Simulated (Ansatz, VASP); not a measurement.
**Pt: VASP beside Ansatz**

```
CELL_PARAMETERS angstrom
2.85240 0.00000 0.00000
-1.42620 2.47025 0.00000
0.00000 0.00000 4.70692
ATOMIC_POSITIONS crystal
Pt 0.66667 0.33333 0.75000
Pt 0.33333 0.66667 0.25000
```

Alike in both runs: task single point; functional PBEsol; k mesh 18 × 18 × 10; occupations gaussian, width 0.15 eV; no spin polarisation.

|  | VASP | Ansatz |
| --- | --- | --- |
| version | VASP 6.6.1 | Ansatz 0.2.0 |
| potentials or method | VASP PAW PBE potentials, release 64 (Pt), cutoff 520 eV | scalar-relativistic, plane waves, PAW |
| valence electrons in the cell | 20 | 36 |

Ansatz gave:

- gap on the k mesh at the Fermi level (eV): none
- pressure (GPa): -20.2
- traceless stress, the component that is largest in VASP (GPa): 4.07

Problem. What did VASP give for the same quantities?

Solution. gap on the k mesh at the Fermi level (eV): none; pressure (GPa): -20.6; traceless stress, the component that is largest in VASP (GPa): 3.98.

VASP's potentials were made for PBE, not for PBEsol. A gap of «none» marks a metal or a gap that the smearing closes. VASP's potentials hold 20 valence electrons a cell and Ansatz's 36, so a difference there can come from the potentials and not from the codes.

Spin-orbit coupling is off throughout.
